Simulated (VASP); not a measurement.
# HfB (I4mm) in VASP: single point with PBE

Aim: the single point of HfB with PBE.

Program: VASP 6.6.1. These are calculated values, not measurements. Logs are shortened: lines on timing, memory, paths and dates and some standing lists are left out, and cuts for length are marked.

## 1. The cell of the first run

It takes space group I4mm (No. 107, tetragonal). The conventional cell has a = 3.267 Å, b = 3.267 Å, c = 4.620 Å, α = 90.00°, β = 90.00°, γ = 90.00°. Hf (site symmetry 4mm) has 6 B at 2.11 to 2.51 Å within 2.8 Å. Within 2.8 Å of B (site symmetry 4mm) lie 6 Hf at 2.11 to 2.51 Å.

## 2. Single point, PBE (atom 2 (B) moved by [0.0, 0.0, 0.2] A)

File INCAR:

```
SYSTEM = HfB
PREC = Accurate ; ENCUT = 520
EDIFF = 1E-6 ; ISMEAR = -1
SIGMA = 0.05 ; LREAL = .False.
LASPH = .True. ; NELM = 80
ALGO = Normal ; ISIF = 2
LWAVE = .False. ; LCHARG = .False.
GGA = PE ; NBANDS = 14
```

File KPOINTS:

```
Automatic mesh
0
Gamma
  15 15 15
  0 0 0
```

File POSCAR:

```
HfB
1.0
    0.0000000000      2.3100000000      2.3100000000
    2.3100000000      0.0000000000      2.3100000000
    2.3100000000      2.3100000000      0.0000000000
Hf B
1 1
Direct
    0.5000000000      0.5000000000      0.5000000000
    0.0432900433      0.0432900433     -0.0432900433
```

Potentials or basis: VASP PAW PBE potentials, release 64 (Hf_pv, B).

Run with:

```console
$ cat potpaw_PBE.64/Hf_pv/POTCAR potpaw_PBE.64/B/POTCAR > POTCAR
$ mpirun -np 1 vasp_std > vasp.out
```

OUTCAR:

```text
SYSTEM = HfB
   PREC = Accurate
   ENCUT = 520
   EDIFF = 1E-6
   ISMEAR = -1
   LREAL = .False.
   LASPH = .True.
   NELM = 80
   ISIF = 2
   GGA = PE

 ion  position               nearest neighbor table
   1  0.500  0.500  0.500-   2 2.11   2 2.32   2 2.32   2 2.32   2 2.32   2 2.51
   2  0.043  0.043  0.957-   1 2.11   1 2.32   1 2.32   1 2.32   1 2.32   1 2.51

  LATTYP: Found a face centered cubic cell.
 ALAT       =     4.6200000000

  Lattice vectors:

 A1 = (   0.0000000000,   2.3100000000,   2.3100000000)
 A2 = (   2.3100000000,   0.0000000000,   2.3100000000)
 A3 = (   2.3100000000,   2.3100000000,   0.0000000000)

Analysis of symmetry for initial positions (statically):
=====================================================================
 Subroutine PRICEL returns:
 Original cell was already a primitive cell.

 Routine SETGRP: Setting up the symmetry group for a
 face centered cubic supercell.

 Subroutine GETGRP returns: Found  8 space group operations
 (whereof  8 operations were pure point group operations)
 out of a pool of 48 trial point group operations.

The static configuration has the point symmetry C_4v.

Analysis of symmetry for dynamics (positions and initial velocities):
=====================================================================
 Subroutine PRICEL returns:
 Original cell was already a primitive cell.

 Routine SETGRP: Setting up the symmetry group for a
 face centered cubic supercell.

 Subroutine GETGRP returns: Found  8 space group operations
 (whereof  8 operations were pure point group operations)
 out of a pool of 48 trial point group operations.

The dynamic configuration has the point symmetry C_4v.

 Subroutine INISYM returns: Found  8 space group operations
 (whereof  8 operations are pure point group operations),
 and found     1 'primitive' translations

----------------------------------------------------------------------------------------

                                     Primitive cell

  volume of cell :      24.6528

  direct lattice vectors                    reciprocal lattice vectors
     0.000000000  2.310000000  2.310000000    -0.216450216  0.216450216  0.216450216
     2.310000000  0.000000000  2.310000000     0.216450216 -0.216450216  0.216450216
     2.310000000  2.310000000  0.000000000     0.216450216  0.216450216 -0.216450216

  length of vectors
     3.266833329  3.266833329  3.266833329     0.374902772  0.374902772  0.374902772

[... 89 lines left out ...]
   TEBEG  =    0.0;   TEEND  =   0.0 temperature during run
   PSTRESS=    0.0 pullay stress
   NELECT =      13.0000    total number of electrons
   NUPDOWN=      -1.0000    fix difference up-down
   EMIN   =  10.00;   EMAX   =-10.00  energy-range for DOS
   EFERMI =   0.00;   METHOD = LEGACY
   ISMEAR =    -1;   SIGMA  =   0.05  broadening in eV -4-tet -1-fermi 0-gaus
   EFERMI_NEDOS =   21; number of points for ismear=-14 and -15
   IALGO  =     38    algorithm
   IMIX   =      4    mixing-type and parameters
     AMIX     =   0.40;   BMIX     =  1.00
     AMIX_MAG =   1.60;   BMIX_MAG =  1.00
  volume/ion in A,a.u.               =      12.33        83.18
  Fermi-wavevector in a.u.,A,eV,Ry     =   1.322617  2.499383 23.800871  1.749315
  Thomas-Fermi vector in A             =   2.452285
   LORBIT       =      0    0 simple, 1 ext, 2 COOP (PROOUT), +10 PAW based schemes
   GGA     = PE    functional components
   LHFCALC =     F    Hartree Fock is set to
   AEXX    =    0.0000 exact exchange contribution
   IVDW    =     0    specifies the selected vdW correction
   LEPSILON=     F    determine dielectric tensor
   LRPA    =     F    only Hartree local field effects (RPA)
 non-spin polarized calculation
  energy-cutoff  :      520.00
  volume of cell :       24.65
 maximum number of plane-waves:       680
   NGX = 13   NGY = 13   NGZ = 13

 number of electron      13.0000002 magnetization

 Free energy of the ion-electron system (eV)
  ---------------------------------------------------
  ext. energy  EPLUGINS =         0.00000000
  ---------------------------------------------------
  free energy    TOTEN  =       -16.90862195 eV

  energy without entropy =      -16.90026229  energy(sigma->0) =      -16.90444212

 E-fermi :   5.1569     XC(G=0): -12.2893

 val. band max:        5.1548807785   @ k =  -0.2000   0.0667   0.0000
 cond. band min:       5.1675986610   @ k =   0.4000   0.2667   0.1333
 fundamental gap:      0.0127178825
 Fermi energy:         5.1569263030

 k-point     1 :       0.0000    0.0000    0.0000
  band No.  band energies     occupation
      1     -23.2286      2.00000
      2     -23.1711      2.00000
      3     -23.1711      2.00000
      4      -4.4186      2.00000
      5       6.6954      0.00000
      6       6.6954      0.00000
      7       7.3581      0.00000
      8       7.6597      0.00000
      9       9.3784      0.00000
     10       9.8243      0.00000
     11       9.8243      0.00000
     12      11.0542      0.00000
     13      16.7108      0.00000
     14      17.9864      0.00000
[... 377 lines left out ...]
      1     -23.9135      2.00000
      2     -23.3000      2.00000
      3     -23.2686      2.00000
      4       0.1414      2.00000
      5       1.0480      2.00000
      6       3.7625      2.00000
      7       3.9609      2.00000
      8      11.2881      0.00000
      9      11.5844      0.00000
     10      12.5377      0.00000
     11      13.9028      0.00000
     12      17.7581      0.00000
     13      18.8091      0.00000
     14      20.2382      0.00000

 [... further k-points ...]

------------------------ aborting loop because EDIFF is reached ----------------------------------------

  FORCE on cell =-STRESS in cart. coord.  units (eV):
  Direction    XX          YY          ZZ          XY          YZ          ZX
  --------------------------------------------------------------------------------------
  -------------------------------------------------------------------------------------
  Total        4.4804521      4.4804521      6.5565065      0.0000000     -0.0000000      0.0000000
  in kB      291.1833145    291.1833145    426.1055031      0.0000000     -0.0000000      0.0000000
  external PRESSURE =     336.1573773 kB  Pullay stress =       0.0000000 kB

 VOLUME and BASIS-vectors are now :
 -----------------------------------------------------------------------------
  energy-cutoff  :      520.00
  volume of cell :       24.65
      direct lattice vectors                 reciprocal lattice vectors
     0.000000000  2.310000000  2.310000000    -0.216450216  0.216450216  0.216450216
     2.310000000  0.000000000  2.310000000     0.216450216 -0.216450216  0.216450216
     2.310000000  2.310000000  0.000000000     0.216450216  0.216450216 -0.216450216

 POSITION                                       TOTAL-FORCE (eV/Angst)
 -----------------------------------------------------------------------------------
      2.31000      2.31000      2.31000         0.000000      0.000000      2.640861
      2.31000      2.31000      0.20000         0.000000      0.000000     -2.640861
 -----------------------------------------------------------------------------------
    total drift:                               -0.000000     -0.000000      0.000071

  FREE ENERGIE OF THE ION-ELECTRON SYSTEM (eV)
  ---------------------------------------------------
  free  energy   TOTEN  =       -16.9086219470 eV

  energy  without entropy=      -16.9002622930  energy(sigma->0) =      -16.90444212
```

Run time: 50 s. Hardware: 1 thread of Intel Xeon Platinum 8488C (Sapphire Rapids), shared host; peak memory 0.22 GiB.

Results:

| Property | Result |
| --- | --- |
| Free energy | -16.9086 eV |
| Pressure | 33.6 GPa |
| Largest force | 2.641 eV/Å |

Forces in eV/Å, atoms in the order of the input:
```
Hf   0.000  0.000  2.641
B    0.000  0.000 -2.641
```

Caveat: the cell differs from its parent crystal (atom 2 (B) moved by [0.0, 0.0, 0.2] A); spin-orbit coupling is left out, which moves the levels of the heavy elements; forces of over 1 eV/Å act on the atoms, so gaps and moduli don't describe the material at rest.
